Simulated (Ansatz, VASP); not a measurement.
# One calculation of Ti, two programs

Contents of INCAR:

```
SYSTEM = Ti
PREC = Accurate
ENCUT = 520
EDIFF = 1E-6
ISMEAR = 0
SIGMA = 0.15
LREAL = .FALSE.
LASPH = .TRUE.
NELM = 60
ALGO = Fast
ISIF = 2
LWAVE = .FALSE.
LCHARG = .FALSE.
GGA = PS
NBANDS = 19
```

The input KPOINTS:

```
Automatic mesh
0
G
  18 18 10
  0 0 0
```

File POSCAR:

```
Ti
1.0
    2.9942478283      0.0000000000      0.0000000000
   -1.4971239141      2.5930946845      0.0000000000
    0.0000000000      0.0000000000      4.8265800000
Ti
2
Direct
    0.3333333333      0.6666666667      0.2500000000
    0.6666666667      0.3333333333      0.7500000000
```

Input for Ansatz:

```yaml
crystal:
  lattice:
    - [2.9942478283, 0.0, 0.0]
    - [-1.4971239141, 2.5930946845, 0.0]
    - [0.0, 0.0, 4.82658]
  atoms:
    - { symbol: Ti, position: [0.3333333333, 0.6666666667, 0.25] }
    - { symbol: Ti, position: [0.6666666667, 0.3333333333, 0.75] }
basis:
  ecutwfc: 420
kpoints:
  mp_grid: { grid: [18, 18, 10] }
hamiltonian:
  xc: pbesol
scf:
  occupations: { method: gaussian, width: 0.15 }
output:
  forces: true
  stress: true
  eigenvalues: true
```

Change from the starting cell: strain +0.015 along x and y, +0.030 along z, atoms carried along.

Alike in both runs: task single point; functional PBEsol; k mesh 18 × 18 × 10; occupations gaussian, width 0.15 eV; no spin polarisation.

|  | VASP | Ansatz |
| --- | --- | --- |
| version | VASP 6.6.1 | Ansatz 0.2.0 |
| potentials or method | VASP PAW PBE potentials, release 64 (Ti_sv), cutoff 520 eV | scalar-relativistic, plane waves, PAW |
| valence electrons in the cell | 24 | 24 |

|  | VASP | Ansatz | Ansatz less VASP |
| --- | --- | --- | --- |
| gap on the k mesh at the Fermi level (eV) | none | none | - |
| pressure (GPa) | -11.3 | -11.0 | +0.26 |
| traceless stress, the component that is largest in VASP (GPa) | -1.28 | -1.29 | -0.016 |

VASP's potentials were made for PBE, not for PBEsol. A gap of «none» marks a metal or a gap that the smearing closes. With one functional, cell and mesh, what is left measures potentials, basis and numerics.
